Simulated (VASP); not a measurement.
# CsBr (Pm-3m) in VASP: electric field gradients with LDA

Aim: the electric field gradients of CsBr with LDA.

All numbers are computed with VASP 6.6.1; they aren't measurements. Logs are shortened: lines on timing, memory, paths and dates and some standing lists are left out, and cuts for length are marked.

## (1) The cell of the first run

It takes space group Pm-3m (No. 221, cubic). The conventional cell has a = 4.286 Å, b = 4.286 Å, c = 4.286 Å, α = 90.00°, β = 90.00°, γ = 90.00°. Within 4.9 Å of Cs (site symmetry m-3m) lie 8 Br at 3.71 Å and 6 Cs at 4.29 Å. Br (site symmetry m-3m) has 8 Cs at 3.71 Å and 6 Br at 4.29 Å within 4.9 Å.

## (2) Electric field gradients, LDA

Contents of INCAR:

```
SYSTEM = CsBr
  PREC = Accurate
  ENCUT = 400
  EDIFF = 1E-8
  ISMEAR = -1
  SIGMA = 0.02
  LREAL = .FALSE.
  LASPH = .TRUE.
  NELM = 120
  ALGO = Normal
  ISIF = 2
  LWAVE = .FALSE.
  LCHARG = .FALSE.
  GGA = CA
  LEFG = .TRUE.
  NBANDS = 15
  GGA_COMPAT = .FALSE.
```

Contents of KPOINTS:

```
regular mesh
0
G
  6 6 6
  0 0 0
```

Contents of POSCAR:

```
CsBr
1.0
    4.2860000000      0.0000000000      0.0000000000
    0.0000000000      4.2860000000      0.0000000000
    0.0000000000      0.0000000000      4.2860000000
Cs Br
1 1
Direct
    0.0000000000      0.0000000000      0.0000000000
    0.5000000000      0.5000000000      0.5000000000
```

Potentials or basis: VASP PAW LDA potentials, release 64 (Cs_sv, Br).

Launch:

```
cat potpaw_LDA.64/Cs_sv/POTCAR potpaw_LDA.64/Br/POTCAR > POTCAR
mpirun -np 1 vasp_std > vasp.out
```

OUTCAR:

```text
SYSTEM = CsBr
   PREC = Accurate
   ENCUT = 400
   EDIFF = 1E-8
   ISMEAR = -1
   LREAL = .FALSE.
   LASPH = .TRUE.
   NELM = 120
   ISIF = 2
   GGA = CA

 ion  position               nearest neighbor table
   1  0.000  0.000  0.000-
   2  0.500  0.500  0.500-

  LATTYP: Found a simple cubic cell.
 ALAT       =     4.2860000000

  Lattice vectors:

 A1 = (   4.2860000000,   0.0000000000,   0.0000000000)
 A2 = (   0.0000000000,   4.2860000000,   0.0000000000)
 A3 = (   0.0000000000,   0.0000000000,   4.2860000000)

Analysis of symmetry for initial positions (statically):
=====================================================================
 Subroutine PRICEL returns:
 Original cell was already a primitive cell.

 Routine SETGRP: Setting up the symmetry group for a
 simple cubic supercell.

 Subroutine GETGRP returns: Found 48 space group operations
 (whereof 48 operations were pure point group operations)
 out of a pool of 48 trial point group operations.

The static configuration has the point symmetry O_h .

Analysis of symmetry for dynamics (positions and initial velocities):
=====================================================================
 Subroutine PRICEL returns:
 Original cell was already a primitive cell.

 Routine SETGRP: Setting up the symmetry group for a
 simple cubic supercell.

 Subroutine GETGRP returns: Found 48 space group operations
 (whereof 48 operations were pure point group operations)
 out of a pool of 48 trial point group operations.

The dynamic configuration has the point symmetry O_h .

 Subroutine INISYM returns: Found 48 space group operations
 (whereof 48 operations are pure point group operations),
 and found     1 'primitive' translations

----------------------------------------------------------------------------------------

                                     Primitive cell

  volume of cell :      78.7329

  direct lattice vectors                    reciprocal lattice vectors
     4.286000000  0.000000000  0.000000000     0.233317779  0.000000000  0.000000000
[... 128 lines left out ...]

 E-fermi :   0.0676     XC(G=0):  -8.4147

 val. band max:       -0.4085517919   @ k =   0.0000   0.0000   0.0000
 cond. band min:       3.7338464529   @ k =   0.0000   0.0000   0.0000
 fundamental gap:      4.1423982448
 Fermi energy:         0.0675937769

 k-point     1 :       0.0000    0.0000    0.0000
  band No.  band energies     occupation
      1     -20.1263      2.00000
      2     -12.8029      2.00000
      3      -6.7145      2.00000
      4      -6.7145      2.00000
      5      -6.7145      2.00000
      6      -0.4086      2.00000
      7      -0.4086      2.00000
      8      -0.4086      2.00000
      9       3.7338      0.00000
     10       4.2610      0.00000
     11       4.2610      0.00000
     12       8.6304      0.00000
     13       8.6304      0.00000
     14       8.6304      0.00000
[... 329 lines left out ...]
      2     -12.6192      2.00000
      3      -7.1419      2.00000
      4      -7.1419      2.00000
      5      -7.1419      2.00000
      6      -1.6431      2.00000
      7      -1.6431      2.00000
      8      -1.6431      2.00000
      9       7.7672      0.00000
     10       7.7672      0.00000
     11       7.7672      0.00000
     12       8.5024      0.00000
     13       8.5024      0.00000
     14       8.5024      0.00000
     15      10.9576      0.00000

------------------------ aborting loop because EDIFF is reached ----------------------------------------

  FORCE on cell =-STRESS in cart. coord.  units (eV):
  Direction    XX          YY          ZZ          XY          YZ          ZX
  --------------------------------------------------------------------------------------
  -------------------------------------------------------------------------------------
  Total       -0.8012980     -0.8012980     -0.8012980     -0.0000000      0.0000000     -0.0000000
  in kB      -16.3060254    -16.3060254    -16.3060254     -0.0000000      0.0000000     -0.0000000
  external PRESSURE =     -16.3060254 kB  Pullay stress =       0.0000000 kB

 VOLUME and BASIS-vectors are now :
 -----------------------------------------------------------------------------
  energy-cutoff  :      400.00
  volume of cell :       78.73
      direct lattice vectors                 reciprocal lattice vectors
     4.286000000  0.000000000  0.000000000     0.233317779  0.000000000  0.000000000
     0.000000000  4.286000000  0.000000000     0.000000000  0.233317779  0.000000000
     0.000000000  0.000000000  4.286000000     0.000000000  0.000000000  0.233317779

 POSITION                                       TOTAL-FORCE (eV/Angst)
 -----------------------------------------------------------------------------------
      0.00000      0.00000      0.00000         0.000000      0.000000      0.000000
      2.14300      2.14300      2.14300         0.000000      0.000000      0.000000
 -----------------------------------------------------------------------------------
    total drift:                                0.000000      0.000000      0.000000

  FREE ENERGIE OF THE ION-ELECTRON SYSTEM (eV)
  ---------------------------------------------------
  free  energy   TOTEN  =        -6.7523298754 eV

  energy  without entropy=       -6.7523298754  energy(sigma->0) =       -6.75232988

 Electric field gradients (V/A^2)
---------------------------------------------------------------------
 ion       V_xx      V_yy      V_zz      V_xy      V_xz      V_yz
---------------------------------------------------------------------
   1      -0.000    -0.000    -0.000     0.000     0.000    -0.000
   2       0.000     0.000     0.000     0.000     0.000    -0.000
---------------------------------------------------------------------

 Electric field gradients after diagonalization (V/A^2)
 (convention: |V_zz| > |V_xx| > |V_yy|)
----------------------------------------------------------------------
 ion       V_xx      V_yy      V_zz     asymmetry (V_yy - V_xx)/ V_zz
----------------------------------------------------------------------
   1      -0.000    -0.000    -0.000      -0.251
   2       0.000     0.000     0.000      -0.114
----------------------------------------------------------------------

           NMR quadrupolar parameters

 Cq : quadrupolar parameter    Cq=e*Q*V_zz/h
 eta: asymmetry parameters     (V_yy - V_xx)/ V_zz
 Q  : nuclear electric quadrupole moment in mb (millibarn)
----------------------------------------------------------------------
 ion       Cq(MHz)       eta       Q (mb)
----------------------------------------------------------------------
   1      -0.000      -0.251       1.000
   2       0.000      -0.114       1.000
----------------------------------------------------------------------
```

It took 7.3 s on 1 thread of Intel Xeon 6975P-C (Granite Rapids), shared host; peak memory 0.14 GiB.

Results:

| Property | Result |
| --- | --- |
| Free energy | -6.7523 eV |
| Pressure | -1.6 GPa |
| Band gap on the k mesh | 4.14 eV, direct |

Levels at points of the mesh, in eV from the valence-band top:
```tsv
k point	band 6	band 7	band 8	band 9	band 10	band 11
(0.00, 0.00, 0.00)	0.00	0.00	0.00	4.14	4.67	4.67
(0.50, 0.00, 0.00)	-1.40	-0.23	-0.23	5.70	7.06	7.47
(0.50, 0.50, 0.00)	-0.59	-0.59	0.00	4.99	5.26	7.07
(0.50, 0.50, 0.50)	-1.23	-1.23	-1.23	8.18	8.18	8.18
```

Caveat: without QUAD_EFG the Cq values of the log hold for a quadrupole moment of 1 mb, not for the nuclei; spin-orbit coupling is left out, which moves the levels of the heavy elements. As with any semilocal functional, this LDA gap is likely too small.
